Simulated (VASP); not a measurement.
# Al (C2/m) in VASP: relaxation of cell and atoms with PBE

Aim: the relaxation of cell and atoms of Al with PBE.

Program: VASP 6.6.1. These are calculated values, not measurements. Logs are shortened: lines on timing, memory, paths and dates and some standing lists are left out, and cuts for length are marked.

## (1) The cell of the first run

It takes space group C2/m (No. 12, monoclinic). The conventional cell has a = 2.715 Å, b = 5.024 Å, c = 2.796 Å, α = 90.00°, β = 115.37°, γ = 90.00°. Within 3.6 Å of Al (site symmetry 2/m) lie 14 Al at 2.72 to 3.57 Å.

The cell was generated, and may not be a known phase.

## (2) Relaxation of cell and atoms, PBE

Input file INCAR:

```
PREC = Accurate ; ENCUT = 500
EDIFF = 1E-7 ; ISMEAR = 0
SIGMA = 0.1 ; LREAL = F
LASPH = T ; NELM = 120
ALGO = Normal ; ISIF = 3
LWAVE = F ; LCHARG = F
GGA = PE ; IBRION = 2
NSW = 100 ; EDIFFG = -0.01
GGA_COMPAT = F ; NELMIN = 4
```

Input file KPOINTS:

```
regular mesh
0
Gamma
  24 24 22
```

Input file POSCAR:

```
Al
1.0
    1.3575034870     -2.5122464406      0.0000000000
    1.3575034870      2.5122464406      0.0000000000
   -1.1977976269      0.0000000000      2.5262077346
Al
1
Direct
    0.5000000000      0.5000000000      0.0000000000
```

Potentials or basis: VASP PAW PBE potentials, release 64 (Al).

Launch:

```console
$ cat potpaw_PBE.64/Al/POTCAR > POTCAR
$ mpirun -np 1 vasp_std > vasp.out
```

OUTCAR:

```text
PREC = Accurate
   ENCUT = 500
   EDIFF = 1E-7
   ISMEAR = 0
   LREAL = F
   LASPH = T
   NELM = 120
   ISIF = 3
   GGA = PE
   IBRION = 2
   NSW = 100
   EDIFFG = -0.01
   NELMIN = 4

 ion  position               nearest neighbor table
   1  0.500  0.500  0.000-

  LATTYP: Found a base centered monoclinic cell.
 ALAT       =     2.7150069740
 B/A-ratio  =     1.8506371915
 C/A-ratio  =     1.0297544552
 COS(beta)  =    -0.4284289596

  Lattice vectors:

 A1 = (   1.3575034870,  -2.5122464406,   0.0000000000)
 A2 = (   1.3575034870,   2.5122464406,   0.0000000000)
 A3 = (  -1.1977976269,   0.0000000000,   2.5262077346)

Analysis of symmetry for initial positions (statically):
=====================================================================
 Subroutine PRICEL returns:
 Original cell was already a primitive cell.

 Routine SETGRP: Setting up the symmetry group for a
 base centered monoclinic supercell.

 Subroutine GETGRP returns: Found  4 space group operations
 (whereof  4 operations were pure point group operations)
 out of a pool of  4 trial point group operations.

The static configuration has the point symmetry C_2h.

Analysis of symmetry for dynamics (positions and initial velocities):
=====================================================================
 Subroutine PRICEL returns:
 Original cell was already a primitive cell.

 Routine SETGRP: Setting up the symmetry group for a
 base centered monoclinic supercell.

 Subroutine GETGRP returns: Found  4 space group operations
 (whereof  4 operations were pure point group operations)
 out of a pool of  4 trial point group operations.

The dynamic configuration has the point symmetry C_2h.

 Subroutine INISYM returns: Found  4 space group operations
 (whereof  4 operations are pure point group operations),
 and found     1 'primitive' translations

----------------------------------------------------------------------------------------

                                     Primitive cell

  volume of cell :      17.2307

  direct lattice vectors                    reciprocal lattice vectors
     1.357503487 -2.512246441  0.000000000     0.368323179 -0.199025061  0.174639886
     1.357503487  2.512246441  0.000000000     0.368323179  0.199025061  0.174639886
    -1.197797627  0.000000000  2.526207735     0.000000000  0.000000000  0.395850265

  length of vectors
     2.855555619  2.855555619  2.795790527     0.453621019  0.453621019  0.395850265

  position of ions in fractional coordinates (direct lattice)
     0.500000000  0.500000000  0.000000000

  ion indices of the primitive-cell ions
   primitive index   ion index
                 1           1

----------------------------------------------------------------------------------------

 KPOINTS: regular mesh

Automatic generation of k-mesh.
 Grid dimensions read from file:
 generate k-points for:   24   24   22

 Generating k-lattice:

  Cartesian coordinates                     Fractional coordinates (reciprocal lattice)
     0.015346799 -0.008292711  0.007276662     0.041666667  0.000000000  0.000000000
     0.015346799  0.008292711  0.007276662     0.000000000  0.041666667  0.000000000
     0.000000000  0.000000000  0.017993194     0.000000000  0.000000000  0.045454545

  Length of vectors
     0.018900876  0.018900876  0.017993194

  Shift w.r.t. Gamma in fractional coordinates (k-lattice)
     0.000000000  0.000000000  0.000000000

 Subroutine IBZKPT returns following result:
 ===========================================

 Found   3314 irreducible k-points:

 Following reciprocal coordinates:
            Coordinates               Weight
  0.000000  0.000000  0.000000      1.000000
  0.041667  0.000000  0.000000      4.000000
  0.083333 -0.000000  0.000000      4.000000
  0.125000  0.000000  0.000000      4.000000
  0.166667  0.000000  0.000000      4.000000
  0.208333  0.000000  0.000000      4.000000
[... 16 lines left out ...]
  0.416667  0.041667 -0.000000      4.000000
  0.458333  0.041667  0.000000      4.000000
 [... further k-points ...]
   k-points           NKPTS =   3314   k-points in BZ     NKDIM =   3314   number of bands    NBANDS=      5
   number of dos      NEDOS =    301   number of ions     NIONS =      1
   total plane-waves  NPLWV =  11520
   dimension x,y,z NGX =    24 NGY =   24 NGZ =   20
   dimension x,y,z NGXF=    48 NGYF=   48 NGZF=   40
   ions per type =               1
   NGX,Y,Z   is equivalent  to a cutoff of  13.97, 13.97, 11.89 a.u.
   NGXF,Y,Z  is equivalent  to a cutoff of  27.94, 27.94, 23.79 a.u.
 SYSTEM =  unknown system
   PREC   = accura    normal or accurate (medium, high low for compatibility)
   ISTART =      0    job   : 0-new  1-cont  2-samecut
   ICHARG =      2    charge: 1-file 2-atom 10-const
   ISPIN  =      1    spin polarized calculation?
   LNONCOLLINEAR =      F non collinear calculations
   LSORBIT =      F    spin-orbit coupling
   LASPH  =      T    aspherical Exc in radial PAW
   ENCUT  =  500.0 eV  36.75 Ry    6.06 a.u.   5.21  5.21  5.10*2*pi/ulx,y,z
   NELM   =    120;   NELMIN=  4; NELMDL= -5     # of ELM steps
   EDIFF  = 0.1E-06   stopping-criterion for ELM
   LREAL  =      F    real-space projection
   EDIFFG = -.1E-01   stopping-criterion for IOM
   NSW    =    100    number of steps for IOM
   IBRION =      2    ionic relax: 0-MD 1-quasi-New 2-CG
   NFREE  =      1    steps in history (QN), initial steepest desc. (CG)
   ISIF   =      3    stress and relaxation
   ISYM   =      2    0-nonsym 1-usesym 2-fastsym
   POTIM  = 0.5000    time-step for ionic-motion
   TEBEG  =    0.0;   TEEND  =   0.0 temperature during run
   PSTRESS=    0.0 pullay stress
   NELECT =       3.0000    total number of electrons
   NUPDOWN=      -1.0000    fix difference up-down
   EMIN   =  10.00;   EMAX   =-10.00  energy-range for DOS
   EFERMI =   0.00;   METHOD = LEGACY
   ISMEAR =     0;   SIGMA  =   0.10  broadening in eV -4-tet -1-fermi 0-gaus
   EFERMI_NEDOS =   21; number of points for ismear=-14 and -15
   IALGO  =     38    algorithm
   IMIX   =      4    mixing-type and parameters
     AMIX     =   0.40;   BMIX     =  1.00
     AMIX_MAG =   1.60;   BMIX_MAG =  1.00
  volume/ion in A,a.u.               =      17.23       116.28
  Fermi-wavevector in a.u.,A,eV,Ry     =   0.914144  1.727481 11.369828  0.835659
  Thomas-Fermi vector in A             =   2.038737
   LORBIT       =      0    0 simple, 1 ext, 2 COOP (PROOUT), +10 PAW based schemes
   GGA     = PE    functional components
   LHFCALC =     F    Hartree Fock is set to
   AEXX    =    0.0000 exact exchange contribution
   IVDW    =     0    specifies the selected vdW correction
   LEPSILON=     F    determine dielectric tensor
   LRPA    =     F    only Hartree local field effects (RPA)
 conjugate gradient relaxation of ions
 non-spin polarized calculation
 Gauss-broadening in eV      SIGMA  =   0.10
  energy-cutoff  :      500.00
  volume of cell :       17.23
 maximum number of plane-waves:       451
 NGX is ok and might be reduce to    24
   NGX = 11   NGY = 11   NGZ = 11

--------------------------------------- Ionic step        1  -------------------------------------------

 number of electron       3.0000000 magnetization

 Free energy of the ion-electron system (eV)
  ---------------------------------------------------
  ext. energy  EPLUGINS =         0.00000000
  ---------------------------------------------------
  free energy    TOTEN  =        -3.66151273 eV

  energy without entropy =       -3.65939034  energy(sigma->0) =       -3.66045153

------------------------ aborting loop because EDIFF is reached ----------------------------------------

  FORCE on cell =-STRESS in cart. coord.  units (eV):
  Direction    XX          YY          ZZ          XY          YZ          ZX
  --------------------------------------------------------------------------------------
  -------------------------------------------------------------------------------------
  Total        0.2372235     -0.1030192     -0.1082143      0.0000000      0.0000000     -0.1733080
  in kB       22.0579925     -9.5791368    -10.0622018      0.0000000      0.0000000    -16.1148782
  external PRESSURE =       0.8055513 kB  Pullay stress =       0.0000000 kB
[... 195 lines left out ...]
  energy  without entropy=       -3.6715512051  energy(sigma->0) =       -3.67260059

--------------------------------------- Ionic step        7  -------------------------------------------

 number of electron       3.0000000 magnetization

 Free energy of the ion-electron system (eV)
  ---------------------------------------------------
  ext. energy  EPLUGINS =         0.00000000
  ---------------------------------------------------
  free energy    TOTEN  =        -3.67368966 eV

  energy without entropy =       -3.67159924  energy(sigma->0) =       -3.67264445

 E-fermi :   7.6421     XC(G=0): -10.0841

 val. band max:        7.6415552129   @ k =   0.3750   0.2500   0.0455
 cond. band min:       7.6458884457   @ k =  -0.2083  -0.3750   0.1818
 fundamental gap:      0.0043332328
 Fermi energy:         7.6421053458

 k-point     1 :       0.0000    0.0000    0.0000
  band No.  band energies     occupation
      1      -3.2495      2.00000
      2      17.8629      0.00000
      3      19.7377      0.00000
      4      19.7826      0.00000
      5      20.8641      0.00000

 k-point     2 :       0.0417    0.0000    0.0000
  band No.  band energies     occupation
      1      -3.1958      2.00000
      2      17.5498      0.00000
      3      19.4154      0.00000
      4      20.1437      0.00000
      5      21.0181      0.00000
[... 169 lines left out ...]
 k-point    24 :       0.4583    0.0417    0.0000
  band No.  band energies     occupation
      1       3.7196      2.00000
      2       4.9921      2.00000
      3      13.9315      0.00000
      4      14.8682      0.00000
      5      16.4395      0.00000

 [... further k-points ...]

------------------------ aborting loop because EDIFF is reached ----------------------------------------

  FORCE on cell =-STRESS in cart. coord.  units (eV):
  Direction    XX          YY          ZZ          XY          YZ          ZX
  --------------------------------------------------------------------------------------
  -------------------------------------------------------------------------------------
  Total       -0.0092010      0.0082032      0.0027080      0.0000000      0.0000000     -0.0031006
  in kB       -0.8671486      0.7731110      0.2552119      0.0000000      0.0000000     -0.2922137
  external PRESSURE =       0.0537248 kB  Pullay stress =       0.0000000 kB
[... 16 lines left out ...]
  FREE ENERGIE OF THE ION-ELECTRON SYSTEM (eV)
  ---------------------------------------------------
  free  energy   TOTEN  =        -3.6736896608 eV

  energy  without entropy=       -3.6715992399  energy(sigma->0) =       -3.67264445

 reached required accuracy - stopping structural energy minimisation
```

Wall time 3.9 min (1 thread of Intel Xeon 6975P-C (Granite Rapids), shared host); peak memory 0.38 GiB.

What came out:

* Free energy: -3.6737 eV
* Relaxed volume: 17.00 Å³/atom
* Relaxed cell: a = 2.833 Å, b = 2.833 Å, c = 2.831 Å, α = 104.34°, β = 104.34°, γ = 120.36°
* Space group after relaxing (to 0.1 Å): I4/mmm (No. 139)
* Energy gained by relaxing: 12.2 meV/atom
* Ionic steps: 7
* Pressure after relaxing: 0.0 GPa
* Band gap on the k mesh: zero (an odd number of electrons rules out a gap without spin polarisation)

Stress tensor (GPa, compression positive):
```
-0.09  0.00 -0.03
 0.00  0.08  0.00
-0.03  0.00  0.03
```

Step by step:
| step | energy change (eV) | largest force (eV/Å) | pressure (GPa) | volume (Å³) |
| --- | --- | --- | --- | --- |
| 1 | 0.0000 | 0.0000 | 0.08 | 17.23 |
| 2 | -0.0054 | 0.0000 | -0.37 | 17.25 |
| 3 | -0.0108 | 0.0000 | -0.99 | 17.27 |
| 4 | -0.0111 | 0.0000 | -1.07 | 17.27 |
| 5 | -0.0118 | 0.0000 | 0.62 | 16.85 |
| 6 | -0.0121 | 0.0000 | 0.01 | 16.99 |
| 7 | -0.0122 | 0.0000 | 0.01 | 17.00 |

Final structure:
```xyz
1
Lattice="1.4078 -2.4577 -0.0465 1.4078 2.4577 -0.0465 -1.3283 0.0000 2.5005" Properties=species:S:1:pos:R:3 pbc="T T T"
Al    1.4078    0.0000   -0.0465
```

Levels at points of the mesh, in eV from the Fermi level:
```
           k point  band 1  band 2  band 3  band 4  band 5
(0.00, 0.00, 0.00)  -10.89   10.22   12.10   12.14   13.22
(0.50, 0.00, 0.00)   -3.73   -2.92    7.09    7.09    8.34
(0.50, 0.50, 0.00)   -5.05   -4.74   11.32   11.83   12.51
(0.00, 0.00, 0.50)   -5.03   -4.73   11.30   11.83   12.49
(0.50, 0.00, 0.50)   -3.74   -2.93    7.09    7.10    8.35
(0.50, 0.50, 0.50)    0.13    0.14    1.54    2.11    6.33
```
